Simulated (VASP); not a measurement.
A run of VASP 6.6.1:

INCAR

```
SYSTEM = Ru2Pt
PREC = Accurate
ENCUT = 570
EDIFF = 1E-6
ISMEAR = 0
SIGMA = 0.1
LREAL = .False.
LASPH = .True.
NELM = 120
ALGO = Normal
ISIF = 2
LWAVE = .False.
LCHARG = .False.
GGA = PE
NBANDS = 32
GGA_COMPAT = .False.
```

The input KPOINTS:

```
Automatic mesh
0
Gamma
  6 6 6
  0 0 0
```

File POSCAR:

```
Ru2Pt
1.0
   -1.9051500300      1.9051500300      2.3888325400
    1.9051500300     -1.9051500300      2.3888325400
    1.9051500300      1.9051500300     -2.3888325400
Ru Pt
2 1
Direct
    0.7500000000      0.2500000000      0.5000000000
    0.2500000000      0.7500000000      0.5000000000
    0.0000000000      0.0000000000      0.0000000000
```

Potentials or basis: VASP PAW PBE potentials, release 64 (Ru_sv, Pt_sv_GW).

Run with:

```console
$ cat potpaw_PBE.64/Ru_sv/POTCAR potpaw_PBE.64/Pt_sv_GW/POTCAR > POTCAR
$ mpirun -np 1 vasp_std > vasp.out
```

Hardware: 1 thread of Intel(R) Xeon(R) Platinum 8488C (Sapphire Rapids) (shared host).

Question: Estimate the wall time of this run.

Answer: Wall time 26 s on 1 thread of Intel(R) Xeon(R) Platinum 8488C (Sapphire Rapids), on a shared host, peak memory 0.18 GiB. Counts: scf iterations 15, k points 30.
